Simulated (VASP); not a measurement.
Set up this calculation in VASP 6.6.1, as the native input.

```yaml
Task: single point
Functional: PBE
Dispersion: D3(BJ)
Potentials_or_basis: VASP PAW PBE potentials, release 64 (W_sv, Se)
Cutoff: 520 eV
k_mesh: 12 × 12 × 2
Occupations: gaussian, width 0.05 eV
Spin: no spin polarisation
Dipole_correction: no
Further_INCAR_settings: ALGO = Normal; EDIFF = 1e-06; NBANDS = 35
```

The structure of WSe2 lies in POSCAR:

```
WSe2
1.0
    3.2780226167     -0.0006933501      0.0039314058
   -1.6396117671      2.8846322469      0.0013003828
    0.0154985888      0.0148676123     12.9003354333
W Se
2 4
Direct
    0.2759760077      0.6397373664      0.2552274760
    0.5637815651      0.2619031465      0.7439448943
    0.4754684864      0.6317772727      0.6225546677
    0.7100975319      0.3316829898      0.1165119992
    0.4177320254      0.7572316136      0.8904137278
    0.5569443835      0.3776676109      0.3713472349
```

This cell differs from its parent crystal: atoms moved at random and the cell strained at random.

The input as run:

INCAR

```
ALGO = Normal
EDIFF = 1E-6
ENCUT = 520
GGA = PE
ISIF = 2
ISMEAR = 0
IVDW = 12
LASPH = T
LCHARG = T
LELF = T
LREAL = F
LVHAR = T
LWAVE = F
NBANDS = 35
NELM = 80
PREC = Accurate
SIGMA = 0.05
```

KPOINTS

```
k-points
0
Gamma
  12 12 2
```

Potentials or basis: VASP PAW PBE potentials, release 64 (W_sv, Se).

Run with:

```sh
$ cat potpaw_PBE.64/W_sv/POTCAR potpaw_PBE.64/Se/POTCAR > POTCAR
$ mpirun -np 1 vasp_std > vasp.out
```

Results of the run:

```
Pressure                   : 13.8 GPa
Largest force              : 9.712 eV/Å
Band gap on the k mesh     : zero (band 26 reaches 6.76 eV, above the bottom of band 27 at 6.70 eV)
Dispersion energy per atom : -0.464 eV
```

Caveat: the cell differs from its parent crystal (atoms moved at random and the cell strained at random); spin-orbit coupling is left out, which moves the levels of the heavy elements; pairwise dispersion overbinds metals, which lowers pressure and volume; forces of over 1 eV/Å act on the atoms, so gaps and moduli don't describe the material at rest.

Wall time 8.5 min on 1 thread of Intel(R) Xeon(R) Platinum 8259CL CPU @ 2.50GHz (Skylake/Cascade Lake), with other jobs on the host, peak memory 0.63 GiB.
